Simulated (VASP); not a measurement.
# Mg3H2 (Pm-3m) in VASP: notebook

The runs below take Mg3H2 through single point, relaxation of cell and atoms, with PBE.

Program: VASP 6.6.1. These are calculated values, not measurements. Logs are shortened: lines on timing, memory, paths and dates and some standing lists are left out, and cuts for length are marked.

### 1 The cell of the first run

Symmetry: Pm-3m, No. 221, cubic system. Conventional cell: a = 4.370 Å, b = 4.370 Å, c = 4.370 Å, α = 90.00°, β = 90.00°, γ = 90.00°. Within 2.9 Å of Mg (site symmetry 4/mmm) lie 2 H at 2.18 Å. Within 4.1 Å of H (site symmetry m-3m) lie 12 Mg at 3.09 Å and 8 H at 3.78 Å. Within 2.9 Å of H (site symmetry m-3m) lie 6 Mg at 2.18 Å.

The cell was built from a structure type or drawn by symmetry, and may not be a known phase.

### 2 Single point, PBE

File INCAR:

```
PREC     = Accurate       # precision mode
ENCUT    = 520            # plane-wave cutoff, eV
EDIFF    = 1E-6           # SCF threshold, eV
ISMEAR   = 0              # smearing method
SIGMA    = 0.1            # smearing width, eV
LREAL    = F              # projectors in reciprocal space
LASPH    = T              # aspherical terms in the spheres
NELM     = 80             # most SCF steps
ALGO     = Normal         # electronic algorithm
ISIF     = 2              # what is computed and relaxed
LWAVE    = F              # write WAVECAR
LCHARG   = T              # write CHGCAR
GGA      = PE             # functional
LELF     = T              # ELF
LVHAR    = T            
NBANDS   = 12             # bands
```

File KPOINTS:

```
Automatic mesh
0
Gamma
  4 4 4
```

File POSCAR:

```
Mg3H2
1.0
    4.3698507757      0.0000000000      0.0000000000
    0.0000000000      4.3698507757      0.0000000000
    0.0000000000      0.0000000000      4.3698507757
Mg H
3 2
Direct
    0.0000000000      0.5000000000      0.5000000000
    0.5000000000      0.0000000000      0.5000000000
    0.5000000000      0.5000000000      0.0000000000
    0.0000000000      0.0000000000      0.0000000000
    0.5000000000      0.5000000000      0.5000000000
```

Potentials or basis: VASP PAW PBE potentials, release 64 (Mg, H).

Launch:

```
$ cat potpaw_PBE.64/Mg/POTCAR potpaw_PBE.64/H/POTCAR > POTCAR
$ mpirun -np 1 vasp_std > vasp.out
```

OUTCAR:

```text
PREC = Accurate
   ENCUT = 520
   EDIFF = 1E-6
   ISMEAR = 0
   LREAL = F
   LASPH = T
   NELM = 80
   ISIF = 2
   GGA = PE

 ion  position               nearest neighbor table
   1  0.000  0.500  0.500-   5 2.18   5 2.18   2 3.09   3 3.09   2 3.09   2 3.09   3 3.09   3 3.09
                             3 3.09   2 3.09
   2  0.500  0.000  0.500-   5 2.18   5 2.18   1 3.09   3 3.09   1 3.09   3 3.09   3 3.09   3 3.09
                             1 3.09   1 3.09
   3  0.500  0.500  0.000-   5 2.18   5 2.18   1 3.09   1 3.09   2 3.09   2 3.09   2 3.09   2 3.09
                             1 3.09   1 3.09
   4  0.000  0.000  0.000-
   5  0.500  0.500  0.500-   1 2.18   2 2.18   3 2.18   3 2.18   2 2.18   1 2.18

  LATTYP: Found a simple cubic cell.
 ALAT       =     4.3698507757

  Lattice vectors:

 A1 = (   4.3698507757,   0.0000000000,   0.0000000000)
 A2 = (   0.0000000000,   4.3698507757,   0.0000000000)
 A3 = (   0.0000000000,   0.0000000000,   4.3698507757)

Analysis of symmetry for initial positions (statically):
=====================================================================
 Subroutine PRICEL returns:
 Original cell was already a primitive cell.

 Routine SETGRP: Setting up the symmetry group for a
 simple cubic supercell.

 Subroutine GETGRP returns: Found 48 space group operations
 (whereof 48 operations were pure point group operations)
 out of a pool of 48 trial point group operations.

The static configuration has the point symmetry O_h .

Analysis of symmetry for dynamics (positions and initial velocities):
=====================================================================
 Subroutine PRICEL returns:
 Original cell was already a primitive cell.

 Routine SETGRP: Setting up the symmetry group for a
 simple cubic supercell.

 Subroutine GETGRP returns: Found 48 space group operations
 (whereof 48 operations were pure point group operations)
 out of a pool of 48 trial point group operations.

The dynamic configuration has the point symmetry O_h .

 Subroutine INISYM returns: Found 48 space group operations
 (whereof 48 operations are pure point group operations),
 and found     1 'primitive' translations

----------------------------------------------------------------------------------------

                                     Primitive cell

[... 92 lines left out ...]
   NELECT =       8.0000    total number of electrons
   NUPDOWN=      -1.0000    fix difference up-down
   EMIN   =  10.00;   EMAX   =-10.00  energy-range for DOS
   EFERMI =   0.00;   METHOD = LEGACY
   ISMEAR =     0;   SIGMA  =   0.10  broadening in eV -4-tet -1-fermi 0-gaus
   EFERMI_NEDOS =   21; number of points for ismear=-14 and -15
   IALGO  =     38    algorithm
   IMIX   =      4    mixing-type and parameters
     AMIX     =   0.40;   BMIX     =  1.00
     AMIX_MAG =   1.60;   BMIX_MAG =  1.00
  volume/ion in A,a.u.               =      16.69       112.62
  Fermi-wavevector in a.u.,A,eV,Ry     =   0.749270  1.415915  7.638382  0.561405
  Thomas-Fermi vector in A             =   1.845751
   LORBIT       =      0    0 simple, 1 ext, 2 COOP (PROOUT), +10 PAW based schemes
   GGA     = PE    functional components
   LHFCALC =     F    Hartree Fock is set to
   AEXX    =    0.0000 exact exchange contribution
   IVDW    =     0    specifies the selected vdW correction
   LEPSILON=     F    determine dielectric tensor
   LRPA    =     F    only Hartree local field effects (RPA)
 non-spin polarized calculation
 Gauss-broadening in eV      SIGMA  =   0.10
  energy-cutoff  :      520.00
  volume of cell :       83.44
 maximum number of plane-waves:      2301
 NGX is ok and might be reduce to    36
   NGX = 17   NGY = 17   NGZ = 17

 number of electron       8.0000000 magnetization

 Free energy of the ion-electron system (eV)
  ---------------------------------------------------
  ext. energy  EPLUGINS =         0.00000000
  ---------------------------------------------------
  free energy    TOTEN  =        -8.81110583 eV

  energy without entropy =       -8.79916511  energy(sigma->0) =       -8.80513547

 E-fermi :   2.0434     XC(G=0):  -8.3029

 val. band max:        2.0171121323   @ k =   0.5000   0.5000   0.2500
 cond. band min:       2.0623278749   @ k =   0.2500   0.2500   0.2500
 fundamental gap:      0.0452157426
 Fermi energy:         2.0434469783

 k-point     1 :       0.0000    0.0000    0.0000
  band No.  band energies     occupation
      1      -6.1509      2.00000
      2      -1.3666      2.00000
      3       2.4383      0.00000
      4       2.4383      0.00000
      5       2.4383      0.00000
      6       3.8676      0.00000
      7       3.8676      0.00000
      8       4.4710      0.00000
      9       9.3496      0.00000
     10       9.3496      0.00000
     11       9.3496      0.00000
     12      10.1025      0.00000
[... 121 lines left out ...]
 k-point    10 :       0.5000    0.5000    0.5000
  band No.  band energies     occupation
      1      -4.1999      2.00000
      2      -0.6635      2.00000
      3       0.9271      2.00000
      4       0.9271      2.00000
      5       0.9271      2.00000
      6       1.5660      2.00000
      7       1.5660      2.00000
      8       1.5660      2.00000
      9      10.1066      0.00000
     10      10.9273      0.00000
     11      13.8035      0.00000
     12      13.8035      0.00000

------------------------ aborting loop because EDIFF is reached ----------------------------------------

  FORCE on cell =-STRESS in cart. coord.  units (eV):
  Direction    XX          YY          ZZ          XY          YZ          ZX
  --------------------------------------------------------------------------------------
  -------------------------------------------------------------------------------------
  Total       -0.2240661     -0.2240661     -0.2240661      0.0000000      0.0000000     -0.0000000
  in kB       -4.3021632     -4.3021632     -4.3021632      0.0000000      0.0000000     -0.0000000
  external PRESSURE =      -4.3021632 kB  Pullay stress =       0.0000000 kB

 VOLUME and BASIS-vectors are now :
 -----------------------------------------------------------------------------
  energy-cutoff  :      520.00
  volume of cell :       83.44
      direct lattice vectors                 reciprocal lattice vectors
     4.369850776  0.000000000  0.000000000     0.228840766  0.000000000  0.000000000
     0.000000000  4.369850776  0.000000000     0.000000000  0.228840766  0.000000000
     0.000000000  0.000000000  4.369850776     0.000000000  0.000000000  0.228840766

 POSITION                                       TOTAL-FORCE (eV/Angst)
 -----------------------------------------------------------------------------------
      0.00000      2.18493      2.18493         0.000000      0.000000      0.000000
      2.18493      0.00000      2.18493         0.000000      0.000000      0.000000
      2.18493      2.18493      0.00000         0.000000      0.000000      0.000000
      0.00000      0.00000      0.00000         0.000000      0.000000      0.000000
      2.18493      2.18493      2.18493         0.000000      0.000000      0.000000
 -----------------------------------------------------------------------------------
    total drift:                               -0.000000      0.000000      0.000000

  FREE ENERGIE OF THE ION-ELECTRON SYSTEM (eV)
  ---------------------------------------------------
  free  energy   TOTEN  =        -8.8111058294 eV

  energy  without entropy=       -8.7991651099  energy(sigma->0) =       -8.80513547
```

Run time: 18 s. Hardware: 1 thread of AMD EPYC 7R13, shared host; peak memory 0.17 GiB.

What came out:

- Free energy: -8.8111 eV
- Pressure: -0.4 GPa
- Band gap on the k mesh: zero (bands 4 and 5 overlap by 1.91 eV)

Levels at points of the mesh, in eV from the Fermi level:
```
           k point  band 1  band 2  band 3  band 4  band 5  band 6  band 7  band 8  band 9
(0.00, 0.00, 0.00)   -8.19   -3.41    0.39    0.39    0.39    1.82    1.82    2.43    7.31
(0.50, 0.00, 0.00)   -7.31   -5.02   -0.29    0.44    1.56    1.56    2.99    2.99    3.30
(0.50, 0.50, 0.00)   -6.71   -3.62   -2.71   -2.71    2.47    2.55    2.67    4.19    4.19
(0.50, 0.50, 0.50)   -6.24   -2.71   -1.12   -1.12   -1.12   -0.48   -0.48   -0.48    8.06
```

### 3 Relaxation of cell and atoms, PBE

This run uses another cell than the first one, of 15.26 Å³/atom.

File INCAR:

```
SYSTEM = Mg3H2
ALGO     = Normal         ! electronic algorithm
EDIFF    = 1E-6           ! SCF threshold, eV
EDIFFG   = -0.04          ! ionic threshold
ENCUT    = 600            ! plane-wave cutoff, eV
GGA      = PE             ! functional
IBRION   = 2              ! ionic algorithm
ISIF     = 3              ! what is computed and relaxed
ISMEAR   = 0              ! smearing method
LASPH    = .TRUE.         ! aspherical terms in the spheres
LCHARG   = .FALSE.        ! write CHGCAR
LREAL    = .FALSE.        ! projectors in reciprocal space
LWAVE    = .FALSE.        ! write WAVECAR
NELM     = 100            ! most SCF steps
NSW      = 90             ! ionic steps
PREC     = Accurate       ! precision mode
SIGMA    = 0.1            ! smearing width, eV
```

File KPOINTS:

```
k-points
0
G
  4 4 4
  0 0 0
```

Edit POSCAR of step 2 so:

```diff
@@ -2,5 +2,5 @@
 1.0
-    4.3698507757      0.0000000000      0.0000000000
-    0.0000000000      4.3698507757      0.0000000000
-    0.0000000000      0.0000000000      4.3698507757
+    4.2412093400      0.0000000000      0.0000000000
+    0.0000000000      4.2412093400      0.0000000000
+    0.0000000000      0.0000000000      4.2412093400
 Mg H
```

Potentials or basis: VASP PAW PBE potentials, release 64 (Mg, H).

Launch:

```
$ cat potpaw_PBE.64/Mg/POTCAR potpaw_PBE.64/H/POTCAR > POTCAR
$ mpirun -np 1 vasp_std > vasp.out
```

OUTCAR:

```text
SYSTEM = Mg3H2
   EDIFF = 1E-6
   EDIFFG = -0.04
   ENCUT = 600
   GGA = PE
   IBRION = 2
   ISIF = 3
   ISMEAR = 0
   LASPH = .TRUE.
   LREAL = .FALSE.
   NELM = 100
   NSW = 90
   PREC = Accurate

 ion  position               nearest neighbor table
   1  0.000  0.500  0.500-   5 2.12   5 2.12   2 3.00   3 3.00   2 3.00   2 3.00   3 3.00   3 3.00
                             3 3.00   2 3.00
   2  0.500  0.000  0.500-   5 2.12   5 2.12   1 3.00   3 3.00   1 3.00   3 3.00   3 3.00   3 3.00
                             1 3.00   1 3.00
   3  0.500  0.500  0.000-   5 2.12   5 2.12   1 3.00   1 3.00   2 3.00   2 3.00   2 3.00   2 3.00
                             1 3.00   1 3.00
   4  0.000  0.000  0.000-
   5  0.500  0.500  0.500-   1 2.12   2 2.12   3 2.12   3 2.12   2 2.12   1 2.12

  LATTYP: Found a simple cubic cell.
 ALAT       =     4.2412093400
[... 181 lines left out ...]
  -------------------------------------------------------------------------------------
  Total        1.4264569      1.4264569      1.4264569     -0.0000000     -0.0000000     -0.0000000
  in kB       29.9571231     29.9571231     29.9571231     -0.0000000     -0.0000000     -0.0000000
  external PRESSURE =      29.9571231 kB  Pullay stress =       0.0000000 kB
[... 65 lines left out ...]
--------------------------------------- Ionic step        3  -------------------------------------------

 number of electron       8.0000000 magnetization

 Free energy of the ion-electron system (eV)
  ---------------------------------------------------
  ext. energy  EPLUGINS =         0.00000000
  ---------------------------------------------------
  free energy    TOTEN  =        -8.81210558 eV

  energy without entropy =       -8.80011968  energy(sigma->0) =       -8.80611263

 E-fermi :   2.0849     XC(G=0):  -8.3249

 val. band max:        2.0596486663   @ k =   0.5000   0.5000   0.2500
 cond. band min:       2.1030608161   @ k =   0.2500   0.2500   0.2500
 fundamental gap:      0.0434121498
 Fermi energy:         2.0849373759

 k-point     1 :       0.0000    0.0000    0.0000
  band No.  band energies     occupation
      1      -6.1520      2.00000
      2      -1.3502      2.00000
      3       2.4734      0.00000
      4       2.4734      0.00000
      5       2.4734      0.00000
      6       3.9169      0.00000
      7       3.9169      0.00000
      8       4.5319      0.00000
[... 129 lines left out ...]
  FREE ENERGIE OF THE ION-ELECTRON SYSTEM (eV)
  ---------------------------------------------------
  free  energy   TOTEN  =        -8.8121055817 eV

  energy  without entropy=       -8.8001196809  energy(sigma->0) =       -8.80611263

 reached required accuracy - stopping structural energy minimisation
```

OSZICAR:

```text
N       E                     dE             d eps       ncg     rms          rms(c)
DAV:   1     0.100434383591E+01    0.10043E+01   -0.25617E+03   160   0.783E+02
DAV:   2    -0.905693508460E+01   -0.10061E+02   -0.97789E+01   192   0.610E+01
DAV:   3    -0.934666512127E+01   -0.28973E+00   -0.28961E+00   200   0.124E+01
[... 21 lines left out ...]
DAV:   2    -0.881242692486E+01    0.65345E-03   -0.13745E-03   176   0.282E-01    0.113E-01
DAV:   3    -0.881212376425E+01    0.30316E-03   -0.11124E-03   176   0.170E-01    0.196E-02
DAV:   4    -0.881210984938E+01    0.13915E-04   -0.64026E-05   160   0.613E-02    0.899E-03
DAV:   5    -0.881210559507E+01    0.42543E-05   -0.14229E-05   168   0.232E-02    0.175E-03
DAV:   6    -0.881210558173E+01    0.13343E-07   -0.35727E-07    80   0.471E-03
   3 F= -.88121056E+01 E0= -.88061126E+01  d E =-.533583E-01
```

CONTCAR:

```text
Mg3H2
   1.00000000000000
     4.3595487158360937   -0.0000000000000000   -0.0000000000000000
    -0.0000000000000000    4.3595487158360937   -0.0000000000000000
     0.0000000000000000   -0.0000000000000000    4.3595487158360937
  Mg              H
     3     2
Direct
     0.0000000000000000    0.5000000000000000    0.5000000000000000
     0.5000000000000000    0.0000000000000000    0.5000000000000000
     0.5000000000000000    0.5000000000000000    0.0000000000000000
     0.0000000000000000    0.0000000000000000    0.0000000000000000
     0.5000000000000000    0.5000000000000000    0.5000000000000000

  0.00000000E+00  0.00000000E+00  0.00000000E+00
  0.00000000E+00  0.00000000E+00  0.00000000E+00
  0.00000000E+00  0.00000000E+00  0.00000000E+00
  0.00000000E+00  0.00000000E+00  0.00000000E+00
  0.00000000E+00  0.00000000E+00  0.00000000E+00
```

It took 36 s on 1 thread of AMD EPYC 7R13, shared host; peak memory 0.17 GiB.

Results:

* Free energy: -8.8121 eV
* Relaxed volume: 16.57 Å³/atom
* Relaxed cell: a = 4.360 Å, b = 4.360 Å, c = 4.360 Å, α = 90.00°, β = 90.00°, γ = 90.00°
* Space group after relaxing (to 0.1 Å): Pm-3m (No. 221)
* Energy gained by relaxing: 10.7 meV/atom
* Ionic steps: 3
* Pressure after relaxing: -0.2 GPa

Step by step:
| step | energy change (eV) | largest force (eV/Å) | pressure (GPa) | volume (Å³) |
| --- | --- | --- | --- | --- |
| 1 | 0.0000 | 0.0000 | 3.00 | 76.29 |
| 2 | -0.0422 | 0.0000 | 1.30 | 79.48 |
| 3 | -0.0534 | 0.0000 | -0.18 | 82.86 |

Final structure:
```yaml
crystal:
  lattice:
    - [4.35955, 0.00000, 0.00000]
    - [0.00000, 4.35955, 0.00000]
    - [0.00000, 0.00000, 4.35955]
  atoms:
    - { symbol: Mg, position: [0.00000, 0.50000, 0.50000] }
    - { symbol: Mg, position: [0.50000, 0.00000, 0.50000] }
    - { symbol: Mg, position: [0.50000, 0.50000, 0.00000] }
    - { symbol: H, position: [0.00000, 0.00000, 0.00000] }
    - { symbol: H, position: [0.50000, 0.50000, 0.50000] }
```

Caveat: the k points lie up to 0.36 Å⁻¹ apart in the final cell; the highest band is partly filled, so the run has too few bands.
